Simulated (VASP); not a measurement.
The system is BAs.

```xyz
2
Lattice="0.0000 2.4046 2.4046 2.4046 0.0000 2.4046 2.4046 2.4046 0.0000" Properties=species:S:1:pos:R:3 pbc="T T T"
B     0.0000    0.0000    0.0000
As    1.2023    1.2023    1.2023
```

- Program: VASP 6.6.1
- Task: relaxation of cell and atoms
- Functional: LDA
- Potentials or basis: VASP PAW LDA potentials, release 64 (B, As)
- Cutoff: 600 eV
- k mesh: 8 × 8 × 8
- Occupations: fermi-dirac, width 0.02 eV
- Spin: no spin polarisation

At the start: pressure -5.7 GPa; volume 13.90 Å³/atom.

Q: Where does the relaxation end?

A: Over 3 steps the energy falls by 10.6 meV/atom and the volume is 13.33 Å³/atom (-4.1 %); space group F-43m (No. 216, to 0.05 Å).

Step by step:
```csv
step,energy change (eV),largest force (eV/Å),pressure (GPa),volume (Å³)
1,0.0000,0.0000,-5.70,27.81
2,-0.0096,0.0000,4.77,25.86
3,-0.0211,0.0000,-0.02,26.67
```

Final structure:
```yaml
crystal:
  lattice:
    - [0.00000, 2.37122, 2.37122]
    - [2.37122, 0.00000, 2.37122]
    - [2.37122, 2.37122, 0.00000]
  atoms:
    - { symbol: B, position: [0.00000, 0.00000, 0.00000] }
    - { symbol: As, position: [0.25000, 0.25000, 0.25000] }
```
